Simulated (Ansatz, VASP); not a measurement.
FeP2: VASP beside Ansatz

```xyz
6
Lattice="4.9594 0.0000 0.0000 0.0000 5.6429 0.0000 0.0000 0.0000 2.7229" Properties=species:S:1:pos:R:3 pbc="T T T"
Fe    2.4797    2.8214    1.3614
Fe    0.0000    0.0000    0.0000
P     1.6326    4.8964    1.3614
P     3.3267    0.7465    1.3614
P     0.8470    2.0750    0.0000
P     4.1123    3.5679    0.0000
```

Alike in both runs: task relaxation of cell and atoms; functional LDA; k mesh 8 × 6 × 14; occupations gaussian, width 0.02 eV; no spin polarisation.

|  | VASP | Ansatz |
| --- | --- | --- |
| version | VASP 6.6.1 | Ansatz 0.2.0 |
| potentials or method | VASP PAW LDA potentials, release 64 (Fe, P), cutoff 600 eV | scalar-relativistic, plane waves, PAW |
| valence electrons in the cell | 36 | 52 |

|  | VASP | Ansatz | Ansatz less VASP |
| --- | --- | --- | --- |
| gap on the k mesh at the Fermi level, each at its own relaxed structure (eV) | 0.38 | 0.40 | +0.019 |
| relaxed volume (Å³/atom) | 12.07 | 12.06 | -0.013 |
| relaxed length of the cell vector where the two differ most in proportion (Å) | 4.891 | 4.888 | -0.0028 |

LDA's correlation is that of Perdew and Zunger in VASP and of Perdew and Wang (1992) in Ansatz. VASP's potentials hold 36 valence electrons a cell and Ansatz's 52, so a difference there can come from the potentials and not from the codes.
